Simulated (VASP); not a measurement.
# BN (Pm) in VASP: further runs

BN is run at these levels: PBE+D3(BJ); tasks: single point.

Program: VASP 6.6.1. These are calculated values, not measurements. Logs are shortened: lines on timing, memory, paths and dates and some standing lists are left out, and cuts for length are marked.

## (1) The cell of the first run

It takes space group Pm (No. 6, monoclinic). The conventional cell has a = 2.521 Å, b = 6.592 Å, c = 2.521 Å, α = 90.00°, β = 118.85°, γ = 90.00°. Within 1.9 Å of B (site symmetry m) lie 3 N at 1.45 to 1.47 Å. B (site symmetry m) has 3 N at 1.45 to 1.47 Å within 1.9 Å. Within 1.9 Å of N (site symmetry m) lie 3 B at 1.45 to 1.47 Å. Within 1.9 Å of N (site symmetry m) lie 3 B at 1.45 to 1.47 Å.

## (2) Single point, PBE+D3(BJ) (atoms displaced along a vibrational mode, the cell strained)

Contents of INCAR:

```
ALGO = Normal ; EDIFF = 1E-6
ENCUT = 520 ; GGA = PE
ISIF = 2 ; ISMEAR = 1
IVDW = 12 ; LASPH = T
LCHARG = T ; LELF = T
LREAL = F ; LVHAR = T
LWAVE = F ; NBANDS = 16
NELM = 100 ; PREC = Accurate
SIGMA = 0.05
```

Contents of KPOINTS:

```
k-points
0
Gamma
  12 12 4
```

Contents of POSCAR:

```
BN
1.0
    2.5645052117      0.0000000000      0.0000000000
   -1.2822526059      2.1703573356      0.0000000000
    0.0000000000      0.0000000000      6.5923998870
B N
2 2
Direct
   -0.0345753637      0.0000000000      0.5000000000
    0.3679686461      0.6666666667      0.0000000000
    0.0344683995      0.0000000000      0.0000000000
    0.6321520011      0.3333333333      0.5000000000
```

Potentials or basis: VASP PAW PBE potentials, release 64 (B, N).

Run with:

```
cat potpaw_PBE.64/B/POTCAR potpaw_PBE.64/N/POTCAR > POTCAR
mpirun -np 1 vasp_std > vasp.out
```

OUTCAR:

```text
EDIFF = 1E-6
   ENCUT = 520
   GGA = PE
   ISIF = 2
   ISMEAR = 1
   IVDW = 12
   LASPH = T
   LREAL = F
   NELM = 100
   PREC = Accurate
 IVDW          = 12

 ion  position               nearest neighbor table
   1  0.965  0.000  0.500-   4 1.45   4 1.47   4 1.47
   2  0.368  0.667  0.000-   3 1.45   3 1.47   3 1.47
   3  0.034  0.000  0.000-   2 1.45   2 1.47   2 1.47
   4  0.632  0.333  0.500-   1 1.45   1 1.47   1 1.47

  Warning from LATTYP: Monoclinic adjustment (A1->A3, A2->A1, A3->A2)!
  LATTYP: Found a base centered orthorhombic cell.
 ALAT       =     2.5645052117
 B/A-ratio  =     1.6926129264
 C/A-ratio  =     2.5706322830

  Lattice vectors:

 A1 = (   1.2822526059,  -2.1703573356,   0.0000000000)
 A2 = (   1.2822526058,   2.1703573356,   0.0000000000)
 A3 = (   0.0000000000,   0.0000000000,   6.5923998870)

Analysis of symmetry for initial positions (statically):
=====================================================================
 Subroutine PRICEL returns:
 Original cell was already a primitive cell.

 Routine SETGRP: Setting up the symmetry group for a
 base centered orthorhombic supercell.

 Subroutine GETGRP returns: Found  2 space group operations
 (whereof  2 operations were pure point group operations)
 out of a pool of  8 trial point group operations.

The static configuration has the point symmetry C_1h.

Analysis of symmetry for dynamics (positions and initial velocities):
=====================================================================
 Subroutine PRICEL returns:
 Original cell was already a primitive cell.

 Routine SETGRP: Setting up the symmetry group for a
 base centered orthorhombic supercell.

 Subroutine GETGRP returns: Found  2 space group operations
 (whereof  2 operations were pure point group operations)
 out of a pool of  8 trial point group operations.

The dynamic configuration has the point symmetry C_1h.

 Subroutine INISYM returns: Found  2 space group operations
 (whereof  2 operations are pure point group operations),
 and found     1 'primitive' translations

----------------------------------------------------------------------------------------

                                     Primitive cell

  volume of cell :      36.6926

[... 91 lines left out ...]
   NELM   =    100;   NELMIN=  2; NELMDL= -5     # of ELM steps
   EDIFF  = 0.1E-05   stopping-criterion for ELM
   LREAL  =      F    real-space projection
   EDIFFG = 0.1E-04   stopping-criterion for IOM
   NSW    =      0    number of steps for IOM
   IBRION =     -1    ionic relax: 0-MD 1-quasi-New 2-CG
   NFREE  =      0    steps in history (QN), initial steepest desc. (CG)
   ISIF   =      2    stress and relaxation
   ISYM   =      2    0-nonsym 1-usesym 2-fastsym
   POTIM  = 0.5000    time-step for ionic-motion
   TEBEG  =    0.0;   TEEND  =   0.0 temperature during run
   PSTRESS=    0.0 pullay stress
   NELECT =      16.0000    total number of electrons
   NUPDOWN=      -1.0000    fix difference up-down
   EMIN   =  10.00;   EMAX   =-10.00  energy-range for DOS
   EFERMI =   0.00;   METHOD = LEGACY
   ISMEAR =     1;   SIGMA  =   0.05  broadening in eV -4-tet -1-fermi 0-gaus
   EFERMI_NEDOS =   21; number of points for ismear=-14 and -15
   IALGO  =     38    algorithm
   IMIX   =      4    mixing-type and parameters
     AMIX     =   0.40;   BMIX     =  1.00
     AMIX_MAG =   1.60;   BMIX_MAG =  1.00
  volume/ion in A,a.u.               =       9.17        61.90
  Fermi-wavevector in a.u.,A,eV,Ry     =   1.241429  2.345961 20.968578  1.541147
  Thomas-Fermi vector in A             =   2.375828
   LORBIT       =      0    0 simple, 1 ext, 2 COOP (PROOUT), +10 PAW based schemes
   GGA     = PE    functional components
   LHFCALC =     F    Hartree Fock is set to
   AEXX    =    0.0000 exact exchange contribution
   IVDW    =    12    specifies the selected vdW correction
   LEPSILON=     F    determine dielectric tensor
   LRPA    =     F    only Hartree local field effects (RPA)
 non-spin polarized calculation
 Methfessel and Paxton  Order N= 1 SIGMA  =   0.05
  energy-cutoff  :      520.00
  volume of cell :       36.69
 maximum number of plane-waves:      1003
   NGX =  9   NGY =  9   NGZ = 25

 number of electron      15.9999998 magnetization

 Free energy of the ion-electron system (eV)
  ---------------------------------------------------
  ext. energy  EPLUGINS =         0.00000000
  ---------------------------------------------------
  free energy    TOTEN  =       -35.10997125 eV

  energy without entropy =      -35.11003830  energy(sigma->0) =      -35.10999360

 E-fermi :   2.2711     XC(G=0): -10.0514

 val. band max:        2.2344746547   @ k =   0.3333   0.3333   0.2500
 cond. band min:       6.2579072309   @ k =   0.5000   0.5000   0.0000
 fundamental gap:      4.0234325762
 Fermi energy:         2.2710893729

 k-point     1 :       0.0000    0.0000    0.0000
  band No.  band energies     occupation
      1     -15.4283      2.00000
      2     -15.0996      2.00000
      3      -3.8893      2.00000
      4      -1.6811      2.00000
      5       0.7171      2.00000
      6       0.8047      2.00000
[... 433 lines left out ...]
      3      -6.4770      2.00000
      4      -6.2578      2.00000
      5      -2.1918      2.00000
      6      -2.0580      2.00000
[... 8 lines left out ...]
     15      17.1795      0.00000
     16      19.1510      0.00000

 [... further k-points ...]

------------------------ aborting loop because EDIFF is reached ----------------------------------------

 Edisp (eV)   -0.55590

 E8    (eV) :    -0.1631

  FORCE on cell =-STRESS in cart. coord.  units (eV):
  Direction    XX          YY          ZZ          XY          YZ          ZX
  --------------------------------------------------------------------------------------
  -------------------------------------------------------------------------------------
  Total      -4.51635    -0.78128     0.00338     0.03663     0.00000     0.00000
  in kB    -197.20587   -34.11450     0.14751     1.59960     0.00000     0.00000
  external pressure =      -77.06 kB  Pullay stress =        0.00 kB

 VOLUME and BASIS-vectors are now :
 -----------------------------------------------------------------------------
  energy-cutoff  :      520.00
  volume of cell :       36.69
      direct lattice vectors                 reciprocal lattice vectors
     2.564505212  0.000000000  0.000000000     0.389938767  0.230376810  0.000000000
    -1.282252606  2.170357336  0.000000000     0.000000000  0.460753620  0.000000000
     0.000000000  0.000000000  6.592399887     0.000000000  0.000000000  0.151689827

 POSITION                                       TOTAL-FORCE (eV/Angst)
 -----------------------------------------------------------------------------------
      2.47584      0.00000      3.29620         0.008266      0.237803      0.000000
      0.08882      1.44690      0.00000        -0.005382      0.240752      0.000000
      0.08839      0.00000      0.00000        -0.013201     -0.240114      0.000000
      1.19374      0.72345      3.29620         0.010317     -0.238441      0.000000
 -----------------------------------------------------------------------------------
    total drift:                                0.000336      0.000011      0.000000

  FREE ENERGIE OF THE ION-ELECTRON SYSTEM (eV)
  ---------------------------------------------------
  free  energy   TOTEN  =       -35.6658742917 eV

  energy  without entropy=      -35.6659413373  energy(sigma->0) =      -35.66589664
```

OSZICAR:

```text
N       E                     dE             d eps       ncg     rms          rms(c)
DAV:   1     0.406070443928E+02    0.40607E+02   -0.76652E+03  7104   0.925E+02
DAV:   2    -0.354920335150E+02   -0.76099E+02   -0.69214E+02  9872   0.207E+02
DAV:   3    -0.384039855370E+02   -0.29120E+01   -0.28998E+01  9264   0.392E+01
DAV:   4    -0.384215307220E+02   -0.17545E-01   -0.17542E-01  8920   0.344E+00
DAV:   5    -0.384216956031E+02   -0.16488E-03   -0.16488E-03  9112   0.321E-01    0.109E+01
DAV:   6    -0.354159206125E+02    0.30058E+01   -0.50173E+00  9264   0.172E+01    0.487E+00
DAV:   7    -0.351832965520E+02    0.23262E+00   -0.50847E-01  9848   0.530E+00    0.309E+00
DAV:   8    -0.351138199886E+02    0.69477E-01   -0.21892E-01  9568   0.312E+00    0.462E-01
DAV:   9    -0.351091231086E+02    0.46969E-02   -0.14701E-02  8296   0.981E-01    0.187E-01
DAV:  10    -0.351098781956E+02   -0.75509E-03   -0.12514E-03  9016   0.271E-01    0.364E-02
DAV:  11    -0.351099538621E+02   -0.75666E-04   -0.77665E-05  8920   0.730E-02    0.218E-02
DAV:  12    -0.351099707644E+02   -0.16902E-04   -0.22874E-05  8176   0.341E-02    0.370E-03
DAV:  13    -0.351099712510E+02   -0.48660E-06   -0.83323E-07  7920   0.688E-03
   1 F= -.35665874E+02 E0= -.35665897E+02  d E =0.670456E-04
```

stdout:

```text
POSCAR found type information on POSCAR B N
 POSCAR found :  2 types and       4 ions
 scaLAPACK will be used
 LDA part: xc-table for (Slater+PW92), standard interpolation
 POSCAR, INCAR and KPOINTS ok, starting setup
 FFT: planning ... GRIDC
 FFT: planning ... GRID_SOFT
 FFT: planning ... GRID
 WAVECAR not read
 entering main loop
```

Run time: 86 s. Hardware: 1 thread of AMD EPYC 7R13, shared host; peak memory 0.21 GiB.

Results:

- Free energy: -35.6659 eV
- Pressure: -7.7 GPa
- Largest force: 0.241 eV/Å
- Band gap on the k mesh: 4.02 eV (least direct gap 4.30 eV)
- Dispersion energy per atom: -0.139 eV

Forces in eV/Å, atoms in the order of the input:
```
B    0.008  0.238  0.000
B   -0.005  0.241  0.000
N   -0.013 -0.240  0.000
N    0.010 -0.238  0.000
```

Stress tensor (GPa, compression positive):
```
-19.72   0.16   0.00
  0.16  -3.41   0.00
  0.00   0.00   0.01
```

Caveat: the cell differs from its parent crystal (atoms displaced along a vibrational mode, the cell strained); the stress differs along the axes, from -20 to 0 GPa. A k mesh can miss the band edges.

## (3) Single point, PBE+D3(BJ) (atoms displaced along a vibrational mode, the cell strained)

Contents of INCAR:

```
PREC = Accurate ; ENCUT = 520
EDIFF = 1E-7 ; ISMEAR = 1
SIGMA = 0.05 ; LREAL = False
LASPH = True ; NELM = 100
ALGO = Normal ; ISIF = 2
LWAVE = False ; LCHARG = False
GGA = PE ; IVDW = 12
NBANDS = 16
```

Contents of KPOINTS:

```
Automatic mesh
0
Gamma
  12 12 4
```

Contents of POSCAR:

```
BN
1.0
    2.5645052117      0.0000000000      0.0000000000
   -1.2822526059      2.1703573356      0.0000000000
    0.0000000000      0.0000000000      6.5923998870
B N
2 2
Direct
   -0.1383014547      0.0000000000      0.5000000000
    0.4718745842      0.6666666667      0.0000000000
    0.1378735981      0.0000000000      0.0000000000
    0.5286080042      0.3333333333      0.5000000000
```

Potentials or basis: VASP PAW PBE potentials, release 64 (B, N).

Run with:

```
cat potpaw_PBE.64/B/POTCAR potpaw_PBE.64/N/POTCAR > POTCAR
mpirun -np 1 vasp_std > vasp.out
```

Run time: 95 s. Hardware: 1 thread of AMD EPYC 7R13, shared host; peak memory 0.21 GiB.

Results (log left out):

| Item | Value |
| --- | --- |
| Free energy | -35.6465 eV |
| Pressure | -7.6 GPa |
| Largest force | 0.291 eV/Å |
| Band gap on the k mesh | 3.38 eV (least direct gap 3.79 eV) |
| Dispersion energy per atom | -0.139 eV |

Forces in eV/Å, atoms in the order of the input:
```
B    0.030  0.222  0.000
B   -0.037  0.244  0.000
N   -0.007 -0.291  0.000
N    0.014 -0.174  0.000
```

Stress tensor (GPa, compression positive):
```
-20.07   0.41   0.00
  0.41  -3.49   0.00
  0.00   0.00   0.87
```

Levels at points of the mesh, in eV from the valence-band top:
| k point | band 5 | band 6 | band 7 | band 8 | band 9 | band 10 | band 11 | band 12 |
| --- | --- | --- | --- | --- | --- | --- | --- | --- |
| (0.00, 0.00, 0.00) | -1.66 | -1.63 | -1.56 | -1.54 | 5.02 | 9.90 | 10.80 | 10.80 |
| (0.50, 0.00, 0.00) | -4.21 | -4.16 | -1.48 | -1.03 | 4.21 | 5.14 | 9.04 | 9.59 |
| (0.50, 0.50, 0.00) | -4.22 | -4.16 | -1.82 | -0.49 | 3.38 | 5.87 | 9.06 | 9.63 |
| (0.00, 0.50, 0.00) | -4.53 | -4.50 | -1.36 | -0.72 | 4.08 | 5.33 | 8.51 | 8.93 |
| (0.00, 0.00, 0.50) | -1.66 | -1.63 | -1.56 | -1.54 | 7.34 | 7.35 | 10.81 | 10.83 |
| (0.50, 0.00, 0.50) | -4.19 | -4.18 | -1.19 | -1.17 | 4.31 | 4.40 | 9.43 | 9.62 |
| (0.50, 0.50, 0.50) | -4.21 | -4.17 | -1.21 | -1.18 | 4.39 | 4.40 | 9.50 | 9.51 |
| (0.00, 0.50, 0.50) | -4.52 | -4.50 | -0.99 | -0.97 | 4.41 | 4.44 | 8.81 | 8.91 |

Caveat: the cell differs from its parent crystal (atoms displaced along a vibrational mode, the cell strained); the stress differs along the axes, from -20 to 1 GPa. A k mesh can miss the band edges.
